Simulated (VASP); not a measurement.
## YN: single point with PBE

The system is YN.

```
Y N
1.0
     0.00000    2.48633    2.48633
     2.48633    0.00000    2.48633
     2.48633    2.48633    0.00000
Y N
1 1
Direct
  0.00000 0.00000 0.00000
  0.50000 0.50000 0.50000
```

This cell differs from its parent crystal: volume scaled by 1.06.

| Quantity | Value |
| --- | --- |
| Program | VASP 6.6.1 |
| Task | single point |
| Functional | PBE |
| Potentials or basis | VASP PAW PBE potentials, release 64 (Y_sv, N) |
| Cutoff | 600 eV |
| k mesh | 9 × 9 × 9 |
| Occupations | fermi-dirac, width 0.03 eV |
| Spin | no spin polarisation |

| Property | Result |
| --- | --- |
| Pressure | -6.1 GPa |
| Band gap on the k mesh | 0.33 eV, indirect (least direct gap 0.77 eV) |

Levels at points of the mesh, in eV from the valence-band top:
```
           k point  band 4  band 5  band 6  band 7  band 8  band 9  band 10  band 11  band 12  band 13
(0.00, 0.00, 0.00)  -20.74  -12.78    0.00    0.00    0.00    3.06     3.06     3.06     3.70     4.91
```

Wall time 35 s on 1 thread of Intel Xeon 8259CL, on a shared host, peak memory 0.18 GiB.

 A k mesh can miss the band edges.
